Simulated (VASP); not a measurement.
Wanted: the native input for a VASP 6.6.1 run.

- Task: single point
- Functional: PBE
- Potentials or basis: VASP PAW PBE potentials, release 64 (Mg, Be, S)
- Cutoff: 600 eV
- k mesh: 6 × 6 × 2
- Occupations: gaussian, width 0.1 eV
- Spin: no spin polarisation
- Dipole correction: no
- Further INCAR settings: ALGO = Normal; EDIFF = 1e-06; NBANDS = 21

The structure of Mg2BeS3 lies in POSCAR:

```
Mg2BeS3
1.0
    4.9607440499      0.0000000000      0.0000000000
   -2.4803720249      4.2961303689      0.0000000000
    0.0000000000      0.0000000000      8.3515472978
Mg Be S
2 1 3
Direct
    0.3333333333      0.6666666667      0.5000000000
    0.6666666667      0.3333333333      0.5000000000
    0.0000000000      0.0000000000      0.0000000000
    0.0000000000      0.0000000000      0.2230530654
    0.0000000000      0.0000000000      0.7769469346
    0.0000000000      0.0000000000      0.5000000000
```

The cell was generated, and may not be a known phase.

One way to write it, as run:

INCAR

```
PREC = Accurate ; ENCUT = 600
EDIFF = 1E-6 ; ISMEAR = 0
SIGMA = 0.1 ; LREAL = False
LASPH = True ; NELM = 120
ALGO = Normal ; ISIF = 2
LWAVE = False ; LCHARG = False
GGA = PE ; NBANDS = 21
GGA_COMPAT = False
```

KPOINTS

```
Automatic mesh
0
Gamma
  6 6 2
```

Potentials or basis: VASP PAW PBE potentials, release 64 (Mg, Be, S).

Launch:

```sh
$ cat potpaw_PBE.64/Mg/POTCAR potpaw_PBE.64/Be/POTCAR potpaw_PBE.64/S/POTCAR > POTCAR
$ mpirun -np 1 vasp_std > vasp.out
```

It gave:

| Quantity | Value |
| --- | --- |
| Pressure | -0.1 GPa |
| Largest force | 0.037 eV/Å |
| Band gap on the k mesh | zero (bands 12 and 13 overlap by 0.36 eV) |

Caveat: the k points lie up to 0.38 Å⁻¹ apart; semilocal functionals underestimate gaps, and a narrow one can read as zero.

It took 100 s on 1 thread of Oxide Virtual Turin-like Processor, with other jobs on the host, peak memory 0.32 GiB.
